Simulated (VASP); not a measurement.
# CaF2 (Fm-3m) in VASP: a series of runs

CaF2 is run at these levels: r2SCAN; tasks: single point, relaxation of cell and atoms.

Program: VASP 6.6.1. These are calculated values, not measurements. Logs are shortened: lines on timing, memory, paths and dates and some standing lists are left out, and cuts for length are marked.

### Step 1. The cell of the first run

Symmetry: Fm-3m, No. 225, cubic system. Conventional cell: a = 5.400 Å, b = 5.400 Å, c = 5.400 Å, α = 90.00°, β = 90.00°, γ = 90.00°. Within 3.1 Å of Ca (site symmetry m-3m) lie 8 F at 2.34 Å. F (site symmetry -43m) has 4 Ca at 2.34 Å and 6 F at 2.70 Å within 3.1 Å.

### Step 2. Single point, r2SCAN

POSCAR reads:

```
CaF2
1.0
    0.0000000000      2.7001162413      2.7001162413
    2.7001162413      0.0000000000      2.7001162413
    2.7001162413      2.7001162413      0.0000000000
Ca F
1 2
Direct
    0.0000000000      0.0000000000      0.0000000000
    0.2500000000      0.2500000000      0.2500000000
    0.7500000000      0.7500000000      0.7500000000
```

INCAR.step1 reads:

```
PREC     = Accurate       # precision mode
ENCUT    = 660            # plane-wave cutoff, eV
ISMEAR   = 0              # smearing method
SIGMA    = 0.01           # smearing width, eV
LREAL    = False          # projectors in reciprocal space
LASPH    = True           # aspherical terms in the spheres
NELM     = 120            # most SCF steps
NBANDS   = 19             # bands
GGA      = PE             # functional
ALGO     = Normal         # electronic algorithm
EDIFF    = 1E-5           # SCF threshold, eV
LWAVE    = True           # write WAVECAR
LCHARG   = False          # write CHGCAR
GGA_COMPAT= False
```

INCAR.step2 reads:

```
PREC     = Accurate       # precision mode
ENCUT    = 660            # plane-wave cutoff, eV
EDIFF    = 1E-6           # SCF threshold, eV
ISMEAR   = 0              # smearing method
SIGMA    = 0.01           # smearing width, eV
LREAL    = False          # projectors in reciprocal space
LASPH    = True           # aspherical terms in the spheres
NELM     = 120            # most SCF steps
ALGO     = Normal         # electronic algorithm
ISIF     = 2              # what is computed and relaxed
LWAVE    = False          # write WAVECAR
LCHARG   = False          # write CHGCAR
METAGGA  = R2SCAN         # meta-GGA
LMIXTAU  = True         
NBANDS   = 19             # bands
ISTART   = 1            
GGA_COMPAT= False
```

KPOINTS reads:

```
Automatic mesh
0
Gamma
  8 8 8
```

Potentials or basis: VASP PAW PBE potentials, release 64 (Ca_sv, F).

Started as:

```sh
cat potpaw_PBE.64/Ca_sv/POTCAR potpaw_PBE.64/F/POTCAR > POTCAR
cp INCAR.step1 INCAR
mpirun -np 1 vasp_std > vasp.out
cp INCAR.step2 INCAR
mpirun -np 1 vasp_std > vasp.out
```

OUTCAR:

```text
PREC = Accurate
   ENCUT = 660
   EDIFF = 1E-6
   ISMEAR = 0
   LREAL = False
   LASPH = True
   NELM = 120
   ISIF = 2
   METAGGA = R2SCAN
   ISTART = 1

 ion  position               nearest neighbor table
   1  0.000  0.000  0.000-   3 2.34   3 2.34   3 2.34   2 2.34   3 2.34   2 2.34   2 2.34   2 2.34

   2  0.250  0.250  0.250-   1 2.34   1 2.34   1 2.34   1 2.34
   3  0.750  0.750  0.750-   1 2.34   1 2.34   1 2.34   1 2.34

  LATTYP: Found a face centered cubic cell.
 ALAT       =     5.4002324826

  Lattice vectors:

 A1 = (   0.0000000000,   2.7001162413,   2.7001162413)
 A2 = (   2.7001162413,   0.0000000000,   2.7001162413)
 A3 = (   2.7001162413,   2.7001162413,   0.0000000000)

Analysis of symmetry for initial positions (statically):
=====================================================================
 Subroutine PRICEL returns:
 Original cell was already a primitive cell.

 Routine SETGRP: Setting up the symmetry group for a
 face centered cubic supercell.

 Subroutine GETGRP returns: Found 48 space group operations
 (whereof 48 operations were pure point group operations)
 out of a pool of 48 trial point group operations.

The static configuration has the point symmetry O_h .

Analysis of symmetry for dynamics (positions and initial velocities):
=====================================================================
 Subroutine PRICEL returns:
 Original cell was already a primitive cell.

 Routine SETGRP: Setting up the symmetry group for a
 face centered cubic supercell.

 Subroutine GETGRP returns: Found 48 space group operations
 (whereof 48 operations were pure point group operations)
 out of a pool of 48 trial point group operations.

The dynamic configuration has the point symmetry O_h .

 Subroutine INISYM returns: Found 48 space group operations
 (whereof 48 operations are pure point group operations),
 and found     1 'primitive' translations

----------------------------------------------------------------------------------------

                                     Primitive cell

  volume of cell :      39.3711

  direct lattice vectors                    reciprocal lattice vectors
     0.000000000  2.700116241  2.700116241    -0.185177213  0.185177213  0.185177213
     2.700116241  0.000000000  2.700116241     0.185177213 -0.185177213  0.185177213
     2.700116241  2.700116241  0.000000000     0.185177213  0.185177213 -0.185177213

  length of vectors
     3.818541008  3.818541008  3.818541008     0.320736341  0.320736341  0.320736341

  position of ions in fractional coordinates (direct lattice)
     0.000000000  0.000000000  0.000000000
     0.250000000  0.250000000  0.250000000
     0.750000000  0.750000000  0.750000000

  ion indices of the primitive-cell ions
   primitive index   ion index
                 1           1
                 2           2
                 3           3

----------------------------------------------------------------------------------------

 KPOINTS: Automatic mesh

Automatic generation of k-mesh.
 Grid dimensions read from file:
 generate k-points for:    8    8    8

 Generating k-lattice:

  Cartesian coordinates                     Fractional coordinates (reciprocal lattice)
    -0.023147152  0.023147152  0.023147152     0.125000000  0.000000000  0.000000000
     0.023147152 -0.023147152  0.023147152     0.000000000  0.125000000  0.000000000
     0.023147152  0.023147152 -0.023147152     0.000000000  0.000000000  0.125000000

  Length of vectors
     0.040092043  0.040092043  0.040092043

  Shift w.r.t. Gamma in fractional coordinates (k-lattice)
     0.000000000  0.000000000  0.000000000

 Subroutine IBZKPT returns following result:
 ===========================================

 Found     29 irreducible k-points:

 Following reciprocal coordinates:
            Coordinates               Weight
  0.000000  0.000000  0.000000      1.000000
  0.125000  0.000000  0.000000      8.000000
  0.250000  0.000000  0.000000      8.000000
  0.375000  0.000000  0.000000      8.000000
  0.500000  0.000000  0.000000      4.000000
  0.125000  0.125000  0.000000      6.000000
[... 16 lines left out ...]
  0.500000  0.250000  0.125000     48.000000
 -0.375000  0.250000  0.125000     24.000000
 [... further k-points ...]
   k-points           NKPTS =     29   k-points in BZ     NKDIM =     29   number of bands    NBANDS=     19
   number of dos      NEDOS =    301   number of ions     NIONS =      3
   total plane-waves  NPLWV =  32768
   dimension x,y,z NGX =    32 NGY =   32 NGZ =   32
   dimension x,y,z NGXF=    64 NGYF=   64 NGZF=   64
   ions per type =               1   2
   NGX,Y,Z   is equivalent  to a cutoff of  13.93, 13.93, 13.93 a.u.
   NGXF,Y,Z  is equivalent  to a cutoff of  27.86, 27.86, 27.86 a.u.
 SYSTEM =  unknown system
   PREC   = accura    normal or accurate (medium, high low for compatibility)
   ISTART =      1    job   : 0-new  1-cont  2-samecut
[... 48 lines left out ...]
  ---------------------------------------------------
  ext. energy  EPLUGINS =         0.00000000
  ---------------------------------------------------
  free energy    TOTEN  =       -25.94828701 eV

  energy without entropy =      -25.94828701  energy(sigma->0) =      -25.94828701

 E-fermi :  -1.2738     XC(G=0): -10.4285

 val. band max:       -1.3636187118   @ k =   0.5000   0.5000   0.0000
 cond. band min:       6.7920821264   @ k =   0.0000   0.0000   0.0000
 fundamental gap:      8.1557008382
 Fermi energy:        -1.2738374780

 k-point     1 :       0.0000    0.0000    0.0000
  band No.  band energies     occupation
      1     -38.4421      2.00000
      2     -22.5107      2.00000
      3     -21.7101      2.00000
      4     -18.5049      2.00000
      5     -18.5049      2.00000
      6     -18.5049      2.00000
[... 11 lines left out ...]
     18      11.0744      0.00000
     19      16.7651      0.00000

 k-point     2 :       0.1250    0.0000    0.0000
  band No.  band energies     occupation
      1     -38.4361      2.00000
      2     -22.5414      2.00000
      3     -21.7510      2.00000
      4     -18.5120      2.00000
      5     -18.5120      2.00000
      6     -18.4461      2.00000
[... 11 lines left out ...]
     18      11.0293      0.00000
     19      16.0389      0.00000

 k-point     3 :       0.2500    0.0000    0.0000
  band No.  band energies     occupation
      1     -38.4217      2.00000
      2     -22.5892      2.00000
      3     -21.8805      2.00000
      4     -18.5292      2.00000
      5     -18.5292      2.00000
      6     -18.2955      2.00000
[... 11 lines left out ...]
     18      10.9216      0.00000
     19      14.7824      0.00000

 k-point     4 :       0.3750    0.0000    0.0000
  band No.  band energies     occupation
      1     -38.4071      2.00000
      2     -22.5918      2.00000
      3     -22.0589      2.00000
      4     -18.5462      2.00000
      5     -18.5462      2.00000
      6     -18.1353      2.00000
[... 11 lines left out ...]
     18      10.8153      0.00000
     19      13.9757      0.00000

 k-point     5 :       0.5000    0.0000    0.0000
  band No.  band energies     occupation
      1     -38.4011      2.00000
      2     -22.5699      2.00000
      3     -22.1562      2.00000
      4     -18.5533      2.00000
      5     -18.5533      2.00000
      6     -18.0669      2.00000
[... 11 lines left out ...]
     18      10.7719      0.00000
     19      13.8566      0.00000
[... 334 lines left out ...]
      2     -22.7834      2.00000
      3     -22.0311      2.00000
      4     -18.6256      2.00000
      5     -18.6256      2.00000
      6     -17.8796      2.00000
[... 11 lines left out ...]
     18      13.2803      0.00000
     19      14.5646      0.00000

 k-point    22 :       0.3750    0.2500    0.1250
  band No.  band energies     occupation
      1     -38.4108      2.00000
      2     -22.6269      2.00000
      3     -21.9682      2.00000
      4     -18.5547      2.00000
      5     -18.5029      2.00000
      6     -18.2129      2.00000
[... 11 lines left out ...]
     18      11.0255      0.00000
     19      15.3332      0.00000

 k-point    23 :       0.5000    0.2500    0.1250
  band No.  band energies     occupation
      1     -38.3992      2.00000
      2     -22.5849      2.00000
      3     -22.1639      2.00000
      4     -18.5739      2.00000
      5     -18.4226      2.00000
      6     -18.1613      2.00000
[... 11 lines left out ...]
     18      11.6024      0.00000
     19      14.7532      0.00000

 k-point    24 :      -0.3750    0.2500    0.1250
  band No.  band energies     occupation
      1     -38.3943      2.00000
      2     -22.5086      2.00000
      3     -22.3062      2.00000
      4     -18.5824      2.00000
      5     -18.3777      2.00000
      6     -18.1475      2.00000
[... 11 lines left out ...]
     18      12.0844      0.00000
     19      14.3640      0.00000

 [... further k-points ...]

------------------------ aborting loop because EDIFF is reached ----------------------------------------

  FORCE on cell =-STRESS in cart. coord.  units (eV):
  Direction    XX          YY          ZZ          XY          YZ          ZX
  --------------------------------------------------------------------------------------
  -------------------------------------------------------------------------------------
  Total        0.6180576      0.6180576      0.6180576     -0.0000000     -0.0000000      0.0000000
  in kB       25.1513974     25.1513974     25.1513974     -0.0000000     -0.0000000      0.0000000
  external PRESSURE =      25.1513974 kB  Pullay stress =       0.0000000 kB

 VOLUME and BASIS-vectors are now :
 -----------------------------------------------------------------------------
  energy-cutoff  :      660.00
  volume of cell :       39.37
      direct lattice vectors                 reciprocal lattice vectors
     0.000000000  2.700116241  2.700116241    -0.185177213  0.185177213  0.185177213
     2.700116241  0.000000000  2.700116241     0.185177213 -0.185177213  0.185177213
     2.700116241  2.700116241  0.000000000     0.185177213  0.185177213 -0.185177213

 POSITION                                       TOTAL-FORCE (eV/Angst)
 -----------------------------------------------------------------------------------
      0.00000      0.00000      0.00000         0.000000      0.000000     -0.000000
      1.35006      1.35006      1.35006        -0.000000     -0.000000     -0.000000
      4.05017      4.05017      4.05017         0.000000      0.000000      0.000000
 -----------------------------------------------------------------------------------
    total drift:                                0.000000     -0.000000      0.000000

  FREE ENERGIE OF THE ION-ELECTRON SYSTEM (eV)
  ---------------------------------------------------
  free  energy   TOTEN  =       -25.9482870117 eV

  energy  without entropy=      -25.9482870117  energy(sigma->0) =      -25.94828701
```

Wall time 86 s (1 thread of Intel Xeon 6975P-C (Granite Rapids), shared host); peak memory 0.19 GiB.

Results:

* Free energy: -25.9483 eV
* Pressure: 2.5 GPa
* Band gap on the k mesh: 8.16 eV (least direct gap 8.42 eV)

Caveat: the PAW data sets were made with another functional, which shifts forces and pressure a little. A k mesh can miss the band edges.

### Step 3. Single point, r2SCAN

This run uses another cell than the first one, of 13.26 Å³/atom.

POSCAR reads:

```
CaF2
1.0
    0.0000000000      2.7096196622      2.7096196622
    2.7096196622      0.0000000000      2.7096196622
    2.7096196622      2.7096196622      0.0000000000
Ca F
1 2
Direct
    0.0000000000      0.0000000000      0.0000000000
    0.2500000000      0.2500000000      0.2500000000
    0.7500000000      0.7500000000      0.7500000000
```

INCAR.step1 reads:

```
SYSTEM = CaF2
  ALGO = Normal
  EDIFF = 1E-5
  ENCUT = 660
  GGA = PE
  GGA_COMPAT = .FALSE.
  ISMEAR = 0
  LASPH = .TRUE.
  LCHARG = .FALSE.
  LREAL = .FALSE.
  LWAVE = .TRUE.
  NBANDS = 19
  NELM = 120
  PREC = Accurate
  SIGMA = 0.01
```

INCAR.step2 reads:

```
SYSTEM = CaF2
  ALGO = Normal
  EDIFF = 1E-6
  ENCUT = 660
  GGA_COMPAT = .FALSE.
  ISIF = 2
  ISMEAR = 0
  ISTART = 1
  LASPH = .TRUE.
  LCHARG = .FALSE.
  LMIXTAU = .TRUE.
  LREAL = .FALSE.
  LWAVE = .FALSE.
  METAGGA = R2SCAN
  NBANDS = 19
  NELM = 120
  PREC = Accurate
  SIGMA = 0.01
```

KPOINTS reads:

```
k-points
0
G
  8 8 8
  0 0 0
```

Potentials or basis: VASP PAW PBE potentials, release 64 (Ca_sv, F).

Started as:

```sh
cat potpaw_PBE.64/Ca_sv/POTCAR potpaw_PBE.64/F/POTCAR > POTCAR
cp INCAR.step1 INCAR
mpirun -np 1 vasp_std > vasp.out
cp INCAR.step2 INCAR
mpirun -np 1 vasp_std > vasp.out
```

Run time: 75 s. Hardware: 1 thread of Intel Xeon 6975P-C (Granite Rapids), shared host; peak memory 0.19 GiB.

Results (log left out):

```
Free energy            : -25.9549 eV
Pressure               : 1.5 GPa
Band gap on the k mesh : 8.09 eV (least direct gap 8.35 eV)
```

Levels at points of the mesh, in eV from the valence-band top:
```csv
k point,band 9,band 10,band 11,band 12,band 13,band 14,band 15,band 16
"(0.00, 0.00, 0.00)",-2.17,-0.26,-0.26,-0.26,8.09,10.10,10.10,12.35
"(0.50, 0.00, 0.00)",-1.30,-1.27,-0.85,-0.85,10.31,10.31,10.82,11.35
"(0.50, 0.50, 0.00)",-1.68,-0.37,-0.37,0.00,8.82,10.58,11.06,11.96
```

Caveat: the PAW data sets were made with another functional, which shifts forces and pressure a little. A k mesh can miss the band edges.

### Step 4. Single point, r2SCAN

This run uses another cell than the first one, of 13.41 Å³/atom.

POSCAR reads:

```
CaF2
1.0
    0.0000000000      2.7194528021      2.7194528021
    2.7194528021      0.0000000000      2.7194528021
    2.7194528021      2.7194528021      0.0000000000
Ca F
1 2
Direct
    0.0000000000      0.0000000000      0.0000000000
    0.2500000000      0.2500000000      0.2500000000
    0.7500000000      0.7500000000      0.7500000000
```

INCAR.step1 reads:

```
SYSTEM = CaF2
ALGO = Normal ; EDIFF = 1E-5
ENCUT = 660 ; GGA = PE
GGA_COMPAT = .False. ; ISMEAR = -1
LASPH = .True. ; LCHARG = .False.
LREAL = .False. ; LWAVE = .True.
NBANDS = 19 ; NELM = 120
PREC = Accurate ; SIGMA = 0.05
```

INCAR.step2 reads:

```
SYSTEM = CaF2
ALGO = Normal ; EDIFF = 1E-6
ENCUT = 660 ; GGA_COMPAT = .False.
ISIF = 2 ; ISMEAR = -1
ISTART = 1 ; LASPH = .True.
LCHARG = .False. ; LMIXTAU = .True.
LREAL = .False. ; LWAVE = .False.
METAGGA = R2SCAN ; NBANDS = 19
NELM = 120 ; PREC = Accurate
SIGMA = 0.05
```

KPOINTS reads:

```
k-points
0
Gamma
  14 14 14
  0 0 0
```

Started as:

```sh
cat potpaw_PBE.64/Ca_sv/POTCAR potpaw_PBE.64/F/POTCAR > POTCAR
cp INCAR.step1 INCAR
mpirun -np 1 vasp_std > vasp.out
cp INCAR.step2 INCAR
mpirun -np 1 vasp_std > vasp.out
```

Run time: 3.9 min. Hardware: 1 thread of Intel Xeon 6975P-C (Granite Rapids), shared host; peak memory 0.26 GiB.

It converged, with:

```
Free energy            : -25.9587 eV
Pressure               : 0.4 GPa
Band gap on the k mesh : 8.03 eV (least direct gap 8.29 eV)
```

Levels at points of the mesh, in eV from the valence-band top:
```csv
k point,band 9,band 10,band 11,band 12,band 13,band 14,band 15,band 16
"(0.00, 0.00, 0.00)",-2.14,-0.26,-0.26,-0.26,8.03,10.06,10.06,12.26
"(0.50, 0.00, 0.00)",-1.28,-1.26,-0.84,-0.84,10.26,10.26,10.75,11.29
"(0.50, 0.50, 0.00)",-1.67,-0.36,-0.36,0.00,8.79,10.52,11.00,11.88
```

Caveat: the PAW data sets were made with another functional, which shifts forces and pressure a little.

### Step 5. Relaxation of cell and atoms, r2SCAN, target pressure 1 GPa, at which the enthalpy is minimised

This run uses another cell than the first one, of 13.41 Å³/atom.

POSCAR is that of step 4.

INCAR.step1 reads:

```
SYSTEM = CaF2
ALGO = Normal
EDIFF = 1E-5
EDIFFG = -0.005
ENCUT = 660
GGA = PE
GGA_COMPAT = .FALSE.
IBRION = 2
ISIF = 3
ISMEAR = 0
LASPH = .TRUE.
LCHARG = .FALSE.
LREAL = .FALSE.
LWAVE = .TRUE.
NELM = 120
NELMIN = 4
NSW = 100
PREC = Accurate
SIGMA = 0.01
```

INCAR.step2 reads:

```
SYSTEM = CaF2
ALGO = Normal
EDIFF = 1E-7
EDIFFG = -0.002
ENCUT = 660
GGA_COMPAT = .FALSE.
IBRION = 2
ISIF = 3
ISMEAR = 0
ISTART = 1
LASPH = .TRUE.
LCHARG = .FALSE.
LMIXTAU = .TRUE.
LREAL = .FALSE.
LWAVE = .FALSE.
METAGGA = R2SCAN
NELM = 120
NELMIN = 4
NSW = 100
PREC = Accurate
PSTRESS = 10.0
SIGMA = 0.01
```

KPOINTS reads:

```
k-points
0
G
  8 8 8
  0 0 0
```

Started as:

```sh
cat potpaw_PBE.64/Ca_sv/POTCAR potpaw_PBE.64/F/POTCAR > POTCAR
cp INCAR.step1 INCAR
mpirun -np 1 vasp_std > vasp.out
cp INCAR.step2 INCAR
mpirun -np 1 vasp_std > vasp.out
```

Run time: 3.3 min. Hardware: 1 thread of Intel Xeon 6975P-C (Granite Rapids), shared host; peak memory 0.21 GiB.

It converged, with:

* Free energy: -25.9577 eV
* Relaxed volume: 13.33 Å³/atom
* Relaxed cell: a = 3.838 Å, b = 3.838 Å, c = 3.838 Å, α = 60.00°, β = 60.00°, γ = 60.00°
* Space group after relaxing (to 0.1 Å): Fm-3m (No. 225)
* Energy change on relaxing (the run minimises the enthalpy): +0.4 meV/atom
* Ionic steps: 3
* Pressure after relaxing: 1.0 GPa
* Band gap on the k mesh: 8.06 eV (least direct gap 8.32 eV)

Step by step:
| step | energy change (eV) | largest force (eV/Å) | pressure (GPa) | volume (Å³) |
| --- | --- | --- | --- | --- |
| 1 | 0.0000 | 0.0000 | 0.43 | 40.22 |
| 2 | 0.0013 | 0.0000 | 1.08 | 39.94 |
| 3 | 0.0011 | 0.0000 | 1.01 | 39.98 |

Final structure:
```
CELL_PARAMETERS angstrom
0.00000 2.71391 2.71391
2.71391 0.00000 2.71391
2.71391 2.71391 0.00000
ATOMIC_POSITIONS crystal
Ca 0.00000 0.00000 0.00000
F 0.25000 0.25000 0.25000
F 0.75000 0.75000 0.75000
```

Levels at points of the mesh, in eV from the valence-band top:
```tsv
k point	band 10	band 11	band 12	band 13	band 14	band 15
(0.00, 0.00, 0.00)	-0.26	-0.26	-0.26	8.06	10.08	10.08
(0.50, 0.00, 0.00)	-1.26	-0.85	-0.85	10.29	10.29	10.79
(0.50, 0.50, 0.00)	-0.37	-0.37	0.00	8.81	10.55	11.04
```

Caveat: the cell is relaxed towards a set pressure, so the run minimises the enthalpy, not the energy; the PAW data sets were made with another functional, which shifts forces and pressure a little.

### Step 6. The runs side by side

```tsv
task	cell	k mesh	smearing	gap on the mesh (eV)	pressure (GPa)
single point	a = 3.819 Å, angles 60.0°, 3 atoms	8 × 8 × 8	gaussian 0.01 eV	8.16	2.5
single point	a = 3.832 Å, angles 60.0°, 3 atoms	8 × 8 × 8	gaussian 0.01 eV	8.09	1.5
single point	a = 3.846 Å, angles 60.0°, 3 atoms	14 × 14 × 14	fermi-dirac 0.05 eV	8.03	0.4
relaxation of cell and atoms	relaxed to 1 GPa from a = 3.846 Å, angles 60.0°, 3 atoms	8 × 8 × 8	gaussian 0.01 eV	8.06	1.0
```

Alike in all rows: level r2SCAN; potentials or basis VASP PAW PBE potentials, release 64 (Ca_sv, F); no spin polarisation; cutoff (eV) 660.

Caveats: the PAW data sets were made with another functional, which shifts forces and pressure a little; the cell is relaxed towards a set pressure, so the run minimises the enthalpy, not the energy (at least some runs).

Total energies depend on the potentials used, so only differences within one code and one set of settings carry meaning.
